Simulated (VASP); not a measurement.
**HfN: single point with PBEsol**

HfN:

```xyz
2
Lattice="0.0000 2.2263 2.2263 2.2263 0.0000 2.2263 2.2263 2.2263 0.0000" Properties=species:S:1:pos:R:3 pbc="T T T"
Hf    0.0000    0.0000    0.0000
N     2.2263    2.2263    2.2263
```

```
Program                : VASP 6.6.1
Task                   : single point
Functional             : PBEsol
Potentials or basis    : VASP PAW PBE potentials, release 64 (Hf_pv, N)
Cutoff                 : 520 eV
k mesh                 : 18 × 18 × 18
Occupations            : fermi-dirac, width 0.05 eV
Spin                   : no spin polarisation
Dipole correction      : no
Further INCAR settings : ALGO = Normal; EDIFF = 1e-06; NBANDS = 14
```

* Pressure: 7.8 GPa

Levels at points of the mesh, in eV from the Fermi level:
| k point | band 6 | band 7 | band 8 | band 9 | band 10 | band 11 |
| --- | --- | --- | --- | --- | --- | --- |
| (0.00, 0.00, 0.00) | -3.02 | -3.02 | -0.38 | -0.38 | -0.38 | 2.06 |
| (0.50, 0.00, 0.00) | -6.39 | -6.39 | 3.51 | 3.95 | 3.95 | 4.66 |
| (0.50, 0.50, 0.00) | -4.03 | -3.66 | -3.66 | 4.35 | 5.91 | 5.91 |

It took 53 s on 1 thread of Intel(R) Xeon(R) Platinum 8259CL CPU @ 2.50GHz (Skylake/Cascade Lake) (shared host), peak memory 0.19 GiB.

Caveat: the PAW data sets were made with another functional, which shifts forces and pressure a little; spin-orbit coupling is left out, which moves the levels of the heavy elements.
